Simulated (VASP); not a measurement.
# Al26N27 (a cell with a defect) in VASP: electric field gradients with r2SCAN

Aim: the electric field gradients of Al26N27 (a cell with a defect) with r2SCAN.

All numbers are computed with VASP 6.6.1; they aren't measurements. Logs are shortened: lines on timing, memory, paths and dates and some standing lists are left out, and cuts for length are marked.

## 1. The cell of the first run

The cell holds a defect, 53 atoms: a = 8.354 Å, b = 8.354 Å, c = 8.354 Å, α = 60.00°, β = 60.00°, γ = 60.00°.

## 2. Electric field gradients, r2SCAN (atoms taken out)

File POSCAR:

```
Al26N27
1.0
    0.0000000000      5.9070000000      5.9070000000
    5.9070000000      0.0000000000      5.9070000000
    5.9070000000      5.9070000000      0.0000000000
Al N
26 27
Direct
    0.0000000000      0.0000000000      0.3238289345
    0.0000000000      0.0000000000      0.6761710655
    0.0000000000      0.3238289345      0.0000000000
   -0.0014654322      0.3338218107      0.3338218107
    0.0000000000      0.3238289345      0.6761710655
    0.0000000000      0.6761710655      0.0000000000
    0.0000000000      0.6761710655      0.3238289345
    0.0014654322      0.6661781893      0.6661781893
    0.3238289345      0.0000000000      0.0000000000
    0.3338218107     -0.0014654322      0.3338218107
    0.3238289345      0.0000000000      0.6761710655
    0.3338218107      0.3338218107     -0.0014654322
    0.3338218107      0.3338218107      0.3338218107
    0.3327699162      0.3327699162      0.6672300838
    0.3238289345      0.6761710655      0.0000000000
    0.3327699162      0.6672300838      0.3327699162
    0.3327699162      0.6672300838      0.6672300838
    0.6761710655      0.0000000000      0.0000000000
    0.6761710655      0.0000000000      0.3238289345
    0.6661781893      0.0014654322      0.6661781893
    0.6761710655      0.3238289345      0.0000000000
    0.6672300838      0.3327699162      0.3327699162
    0.6672300838      0.3327699162      0.6672300838
    0.6661781893      0.6661781893      0.0014654322
    0.6672300838      0.6672300838      0.3327699162
    0.6661781893      0.6661781893      0.6661781893
    0.1671562021      0.1671562021      0.1671562021
    0.1671562021      0.1671562021      0.4985313938
    0.1738722614      0.1738722614      0.8261277386
    0.1671562021      0.4985313938      0.1671562021
    0.1655647188      0.5000000000      0.5000000000
    0.1655647188      0.5000000000      0.8344352812
    0.1738722614      0.8261277386      0.1738722614
    0.1655647188      0.8344352812      0.5000000000
    0.1738722614      0.8261277386      0.8261277386
    0.4985313938      0.1671562021      0.1671562021
    0.5000000000      0.1655647188      0.5000000000
    0.5000000000      0.1655647188      0.8344352812
    0.5000000000      0.5000000000      0.1655647188
    0.5000000000      0.5000000000      0.5000000000
    0.5000000000      0.5000000000      0.8344352812
    0.5000000000      0.8344352812      0.1655647188
    0.5000000000      0.8344352812      0.5000000000
    0.5014686062      0.8328437979      0.8328437979
    0.8261277386      0.1738722614      0.1738722614
    0.8344352812      0.1655647188      0.5000000000
    0.8261277386      0.1738722614      0.8261277386
    0.8344352812      0.5000000000      0.1655647188
    0.8344352812      0.5000000000      0.5000000000
    0.8328437979      0.5014686062      0.8328437979
    0.8261277386      0.8261277386      0.1738722614
    0.8328437979      0.8328437979      0.5014686062
    0.8328437979      0.8328437979      0.8328437979
```

File INCAR.step1:

```
ALGO = Normal
EDIFF = 1E-4
ENCUT = 520
GGA = PE
ISMEAR = -1
LASPH = True
LCHARG = False
LREAL = Auto
LWAVE = True
NBANDS = 138
NELECT = 216.0
NELM = 80
PREC = Accurate
SIGMA = 0.01
```

File INCAR.step2:

```
ALGO = Normal
EDIFF = 1E-8
ENCUT = 520
ISIF = 2
ISMEAR = -1
ISTART = 1
LASPH = True
LCHARG = False
LEFG = True
LMIXTAU = True
LREAL = Auto
LWAVE = False
METAGGA = R2SCAN
NBANDS = 138
NELECT = 216.0
NELM = 80
PREC = Accurate
SIGMA = 0.01
```

File KPOINTS:

```
k-points
0
Gamma
  3 3 3
```

Potentials or basis: VASP PAW PBE potentials, release 64 (Al, N).

Started as:

```
$ cat potpaw_PBE.64/Al/POTCAR potpaw_PBE.64/N/POTCAR > POTCAR
$ cp INCAR.step1 INCAR
$ mpirun -np 1 vasp_std > vasp.out
$ cp INCAR.step2 INCAR
$ mpirun -np 1 vasp_std > vasp.out
```

OUTCAR:

```text
EDIFF = 1E-8
   ENCUT = 520
   ISIF = 2
   ISMEAR = -1
   ISTART = 1
   LASPH = True
   LREAL = Auto
   METAGGA = R2SCAN
   NELECT = 216.0
   NELM = 80
   PREC = Accurate

 ion  position               nearest neighbor table
   1  0.000  0.000  0.324-  33 1.92  45 1.92  52 1.98  27 1.98  46 2.02  34 2.02   9 2.71  19 2.71
                             3 2.71   7 2.71  16 2.78  22 2.78  10 2.83   4 2.83  20 2.83   8 2.83
   2  0.000  0.000  0.676-  35 1.92  47 1.92  28 1.98  53 1.98  34 2.02  46 2.02  11 2.71  18 2.71
                             5 2.71   6 2.71  17 2.78  23 2.78  20 2.83   8 2.83  10 2.83   4 2.83
   3  0.000  0.324  0.000-  29 1.92  45 1.92  50 1.98  27 1.98  48 2.02  32 2.02   9 2.71  21 2.71
                             1 2.71   5 2.71  14 2.78  22 2.78  12 2.83   4 2.83   8 2.83  24 2.83
   4  0.999  0.334  0.334-  46 1.96  48 1.96  49 1.96  27 1.97  30 1.97  28 1.97  22 2.78  23 2.78
                            25 2.78  10 2.80  12 2.80  13 2.80   1 2.83   3 2.83   2 2.83   6 2.83
   5  0.000  0.324  0.676-  29 1.92  47 1.92  28 1.98  50 1.98  49 2.02  31 2.02  11 2.71  21 2.71
                             2 2.71   3 2.71  14 2.78  23 2.78  13 2.83  26 2.83   4 2.83   8 2.83
   6  0.000  0.676  0.000-  35 1.92  51 1.92  30 1.98  53 1.98  32 2.02  48 2.02  15 2.71  18 2.71
                             2 2.71   7 2.71  17 2.78  25 2.78  24 2.83   8 2.83  12 2.83   4 2.83
   7  0.000  0.676  0.324-  33 1.92  51 1.92  30 1.98  52 1.98  31 2.02  49 2.02  15 2.71  19 2.71
                             1 2.71   6 2.71  16 2.78  25 2.78  13 2.83  26 2.83   4 2.83   8 2.83
   8  0.001  0.666  0.666-  32 1.96  34 1.96  31 1.96  53 1.97  52 1.97  50 1.97  17 2.78  16 2.78
                            14 2.78  20 2.80  24 2.80  26 2.80   2 2.83   6 2.83   3 2.83   1 2.83
   9  0.324  0.000  0.000-  29 1.92  33 1.92  44 1.98  27 1.98  42 2.02  38 2.02  11 2.71  15 2.71
[... 48 lines left out ...]
  40  0.500  0.500  0.500-  14 1.98  16 1.98  17 1.98  22 1.98  23 1.98  25 1.98
  41  0.500  0.500  0.834-  26 1.96  12 1.96  23 1.98  17 1.98  15 2.02  21 2.02
  42  0.500  0.834  0.166-  10 1.96  24 1.96  16 1.98  25 1.98   9 2.02  18 2.02
  43  0.500  0.834  0.500-  26 1.96  10 1.96  25 1.98  17 1.98  11 2.02  19 2.02
  44  0.501  0.833  0.833-  26 1.97  24 1.97  20 1.97  15 1.98  11 1.98   9 1.98
  45  0.826  0.174  0.174-  22 1.88   3 1.92  19 1.92  21 1.92   1 1.92
  46  0.834  0.166  0.500-   4 1.96  20 1.96  22 1.98  23 1.98   1 2.02   2 2.02
  47  0.826  0.174  0.826-  23 1.88   5 1.92  18 1.92  21 1.92   2 1.92
  48  0.834  0.500  0.166-   4 1.96  24 1.96  22 1.98  25 1.98   6 2.02   3 2.02
  49  0.834  0.500  0.500-  26 1.96   4 1.96  25 1.98  23 1.98   7 2.02   5 2.02
  50  0.833  0.501  0.833-  26 1.97  24 1.97   8 1.97   5 1.98  21 1.98   3 1.98
  51  0.826  0.826  0.174-  25 1.88   7 1.92  18 1.92  19 1.92   6 1.92
  52  0.833  0.833  0.501-  26 1.97  20 1.97   8 1.97   7 1.98  19 1.98   1 1.98
  53  0.833  0.833  0.833-   8 1.97  20 1.97  24 1.97  18 1.98   6 1.98   2 1.98

  LATTYP: Found a face centered cubic cell.
 ALAT       =    11.8140000000

  Lattice vectors:

 A1 = (   0.0000000000,   5.9070000000,   5.9070000000)
 A2 = (   5.9070000000,   0.0000000000,   5.9070000000)
 A3 = (   5.9070000000,   5.9070000000,   0.0000000000)

Analysis of symmetry for initial positions (statically):
=====================================================================
 Subroutine PRICEL returns:
 Original cell was already a primitive cell.

 Routine SETGRP: Setting up the symmetry group for a
 face centered cubic supercell.

 Subroutine GETGRP returns: Found 48 space group operations
 (whereof 48 operations were pure point group operations)
 out of a pool of 48 trial point group operations.

The static configuration has the point symmetry O_h .

Analysis of symmetry for dynamics (positions and initial velocities):
=====================================================================
 Subroutine PRICEL returns:
 Original cell was already a primitive cell.

 Routine SETGRP: Setting up the symmetry group for a
 face centered cubic supercell.

 Subroutine GETGRP returns: Found 48 space group operations
 (whereof 48 operations were pure point group operations)
 out of a pool of 48 trial point group operations.

The dynamic configuration has the point symmetry O_h .

 Subroutine INISYM returns: Found 48 space group operations
 (whereof 48 operations are pure point group operations),
 and found     1 'primitive' translations

----------------------------------------------------------------------------------------
[... 199 lines left out ...]
   METAGGA = R2SCAN    functional components
   LHFCALC =     F    Hartree Fock is set to
   AEXX    =    0.0000 exact exchange contribution
   IVDW    =     0    specifies the selected vdW correction
   LEPSILON=     F    determine dielectric tensor
   LRPA    =     F    only Hartree local field effects (RPA)
 non-spin polarized calculation
  energy-cutoff  :      520.00
  volume of cell :      412.22
 maximum number of plane-waves:     11146
 NGX is ok and might be reduce to    64
   NGX = 31   NGY = 31   NGZ = 31

 number of electron     216.0000014 magnetization

 Free energy of the ion-electron system (eV)
  ---------------------------------------------------
  ext. energy  EPLUGINS =         0.00000000
  ---------------------------------------------------
  free energy    TOTEN  =      -462.02790740 eV

  energy without entropy =     -462.02790740  energy(sigma->0) =     -462.02790740

 E-fermi :  10.8699     XC(G=0): -13.2129

 val. band max:       10.5843764262   @ k =   0.0000   0.0000   0.0000
 cond. band min:      16.4945676596   @ k =   0.3333   0.3333   0.0000
 fundamental gap:      5.9101912333
 Fermi energy:        10.8699449713

 k-point     1 :       0.0000    0.0000    0.0000
  band No.  band energies     occupation
      1      -8.7424      2.00000
      2      -6.7267      2.00000
      3      -6.5554      2.00000
      4      -6.5554      2.00000
      5      -6.5554      2.00000
      6      -6.4439      2.00000
[... 481 lines left out ...]
    119      18.9937      0.00000
    120      19.0911      0.00000
 [bands above 120 left out]

------------------------ aborting loop because EDIFF is reached ----------------------------------------

  FORCE on cell =-STRESS in cart. coord.  units (eV):
  Direction    XX          YY          ZZ          XY          YZ          ZX
  --------------------------------------------------------------------------------------
  -------------------------------------------------------------------------------------
  Total       97.2807471     97.2807471     97.2807471     -0.0000000     -0.0000000      0.0000000
  in kB      378.0999076    378.0999076    378.0999076     -0.0000000     -0.0000000      0.0000000
  external PRESSURE =     378.0999076 kB  Pullay stress =       0.0000000 kB

 VOLUME and BASIS-vectors are now :
 -----------------------------------------------------------------------------
  energy-cutoff  :      520.00
  volume of cell :      412.22
      direct lattice vectors                 reciprocal lattice vectors
     0.000000000  5.907000000  5.907000000    -0.084645336  0.084645336  0.084645336
     5.907000000  0.000000000  5.907000000     0.084645336 -0.084645336  0.084645336
     5.907000000  5.907000000  0.000000000     0.084645336  0.084645336 -0.084645336

 POSITION                                       TOTAL-FORCE (eV/Angst)
 -----------------------------------------------------------------------------------
      1.91286      1.91286      0.00000        -0.019271     -0.019271     -0.000000
      3.99414      3.99414      0.00000         0.019271      0.019271     -0.000000
      1.91286      0.00000      1.91286        -0.019271      0.000000     -0.019271
      3.94377      7.87023      7.87023        -0.007175      0.007175      0.007175
      5.90700      3.99414      1.91286         0.000000      0.019271     -0.019271
      3.99414      0.00000      3.99414         0.019271      0.000000      0.019271
[... 45 lines left out ...]
      7.88178      7.88178      9.83922        -0.012427     -0.012427      0.012427
      9.83922      9.83922      9.83922         0.012427      0.012427      0.012427
 -----------------------------------------------------------------------------------
    total drift:                                0.000000      0.000000     -0.000000

  FREE ENERGIE OF THE ION-ELECTRON SYSTEM (eV)
  ---------------------------------------------------
  free  energy   TOTEN  =      -462.0279073964 eV

  energy  without entropy=     -462.0279073964  energy(sigma->0) =     -462.02790740

 Electric field gradients (V/A^2)
---------------------------------------------------------------------
 ion       V_xx      V_yy      V_zz      V_xy      V_xz      V_yz
---------------------------------------------------------------------
   1      -3.196    -3.196     6.392     3.295     0.000     0.000
   2      -3.196    -3.196     6.392     3.295     0.000     0.000
   3      -3.196     6.392    -3.196     0.000     3.295     0.000
   4       0.000    -0.000    -0.000     0.089     0.089    -0.089
   5       6.392    -3.196    -3.196     0.000     0.000    -3.295
   6      -3.196     6.392    -3.196     0.000     3.295     0.000
[... 45 lines left out ...]
  52       0.000     0.000    -0.000     1.324    -1.323    -1.323
  53       0.000     0.000     0.000     1.324     1.324     1.324
---------------------------------------------------------------------

 Electric field gradients after diagonalization (V/A^2)
 (convention: |V_zz| > |V_xx| > |V_yy|)
----------------------------------------------------------------------
 ion       V_xx      V_yy      V_zz     asymmetry (V_yy - V_xx)/ V_zz
----------------------------------------------------------------------
   1       6.392     0.099    -6.491       0.970
   2       6.392     0.099    -6.491       0.970
   3       6.392     0.099    -6.491       0.970
   4       0.089     0.089    -0.178       0.000
   5       6.392     0.099    -6.491       0.970
   6       6.392     0.099    -6.491       0.970
[... 45 lines left out ...]
  52      -1.324    -1.323     2.647       0.000
  53      -1.324    -1.324     2.647       0.000
----------------------------------------------------------------------

           NMR quadrupolar parameters

 Cq : quadrupolar parameter    Cq=e*Q*V_zz/h
 eta: asymmetry parameters     (V_yy - V_xx)/ V_zz
 Q  : nuclear electric quadrupole moment in mb (millibarn)
----------------------------------------------------------------------
 ion       Cq(MHz)       eta       Q (mb)
----------------------------------------------------------------------
   1      -0.016       0.970       1.000
   2      -0.016       0.970       1.000
   3      -0.016       0.970       1.000
   4      -0.000       0.000       1.000
   5      -0.016       0.970       1.000
   6      -0.016       0.970       1.000
[... 45 lines left out ...]
  52       0.006       0.000       1.000
  53       0.006       0.000       1.000
----------------------------------------------------------------------
```

It took 25 min on 1 thread of AMD EPYC 9R45 (Zen 5), shared host; peak memory 0.68 GiB.

Results:

* Free energy: -462.0279 eV
* Largest force: 0.195 eV/Å
* Largest electric field gradient by atom: Al -6.5, -0.2, -19.4 (each value once); N +2.6, -22.5, -5.6, +0.0 (each value once) V/Å²

Forces in eV/Å, atoms in the order of the input:
```
Al  -0.019 -0.019  0.000
Al   0.019  0.019  0.000
Al  -0.019  0.000 -0.019
Al  -0.007  0.007  0.007
Al   0.000  0.019 -0.019
Al   0.019  0.000  0.019
Al   0.000 -0.019  0.019
Al   0.007 -0.007 -0.007
Al   0.000 -0.019 -0.019
Al   0.007 -0.007  0.007
Al   0.019  0.000 -0.019
Al   0.007  0.007 -0.007
Al  -0.007 -0.007 -0.007
Al   0.000  0.000 -0.041
Al   0.019 -0.019  0.000
Al   0.000 -0.041  0.000
Al   0.041  0.000  0.000
Al   0.000  0.019  0.019
Al  -0.019  0.000  0.019
Al  -0.007  0.007 -0.007
Al  -0.019  0.019  0.000
Al  -0.041  0.000  0.000
Al   0.000  0.041  0.000
Al  -0.007 -0.007  0.007
Al   0.000  0.000  0.041
Al   0.007  0.007  0.007
N   -0.012 -0.012 -0.012
N    0.012  0.012 -0.012
N    0.000  0.000  0.195
N    0.012 -0.012  0.012
N    0.000  0.042  0.042
N   -0.042  0.000  0.042
N    0.000  0.195  0.000
N   -0.042  0.042  0.000
N   -0.195  0.000  0.000
N   -0.012  0.012  0.012
N    0.042  0.000  0.042
N    0.000 -0.042  0.042
N    0.042  0.042  0.000
N    0.000  0.000  0.000
N   -0.042 -0.042  0.000
N    0.000  0.042 -0.042
N   -0.042  0.000 -0.042
N    0.012 -0.012 -0.012
N    0.195  0.000  0.000
N    0.042 -0.042  0.000
N    0.000 -0.195  0.000
N    0.042  0.000 -0.042
N    0.000 -0.042 -0.042
N   -0.012  0.012 -0.012
N    0.000  0.000 -0.195
N   -0.012 -0.012  0.012
N    0.012  0.012  0.012
```

Electric field gradients, principal values (V/Å²):
```csv
atom,least,middle,greatest (by size)
1 Al,0.099,6.392,-6.491
2 Al,0.099,6.392,-6.491
3 Al,0.099,6.392,-6.491
4 Al,0.089,0.089,-0.178
5 Al,0.099,6.392,-6.491
6 Al,0.099,6.392,-6.491
7 Al,0.099,6.392,-6.491
8 Al,0.089,0.089,-0.178
9 Al,0.099,6.392,-6.491
10 Al,0.089,0.089,-0.178
11 Al,0.099,6.392,-6.491
12 Al,0.089,0.089,-0.178
13 Al,0.089,0.089,-0.178
14 Al,9.685,9.685,-19.371
15 Al,0.099,6.392,-6.491
16 Al,9.685,9.685,-19.371
17 Al,9.685,9.685,-19.371
18 Al,0.099,6.392,-6.491
19 Al,0.099,6.392,-6.491
20 Al,0.089,0.089,-0.178
21 Al,0.099,6.392,-6.491
22 Al,9.685,9.685,-19.371
23 Al,9.685,9.685,-19.371
24 Al,0.089,0.089,-0.178
25 Al,9.685,9.685,-19.371
26 Al,0.089,0.089,-0.178
27 N,-1.324,-1.324,2.647
28 N,-1.323,-1.324,2.647
29 N,11.270,11.270,-22.540
30 N,-1.323,-1.324,2.647
31 N,2.565,3.024,-5.590
32 N,2.564,3.024,-5.588
33 N,11.270,11.270,-22.540
34 N,2.564,3.024,-5.588
35 N,11.270,11.270,-22.540
36 N,-1.323,-1.324,2.647
37 N,2.565,3.024,-5.590
38 N,2.564,3.024,-5.588
39 N,2.565,3.024,-5.590
40 N,-0.001,-0.001,0.002
41 N,2.565,3.024,-5.590
42 N,2.564,3.024,-5.588
43 N,2.565,3.024,-5.590
44 N,-1.323,-1.324,2.647
45 N,11.270,11.270,-22.540
46 N,2.564,3.024,-5.588
47 N,11.270,11.270,-22.540
48 N,2.564,3.024,-5.588
49 N,2.565,3.024,-5.590
50 N,-1.323,-1.324,2.647
51 N,11.270,11.270,-22.540
52 N,-1.323,-1.324,2.647
53 N,-1.324,-1.324,2.647
```

Caveat: the cell carries a net charge on a neutralising background, which shifts energy and pressure; the cell differs from its parent crystal (atoms taken out); the cell is charged against a uniform background, so pressure and absolute levels hang on convention; without QUAD_EFG the Cq values of the log hold for a quadrupole moment of 1 mb, not for the nuclei; the PAW data sets were made with another functional, which shifts forces and pressure a little.
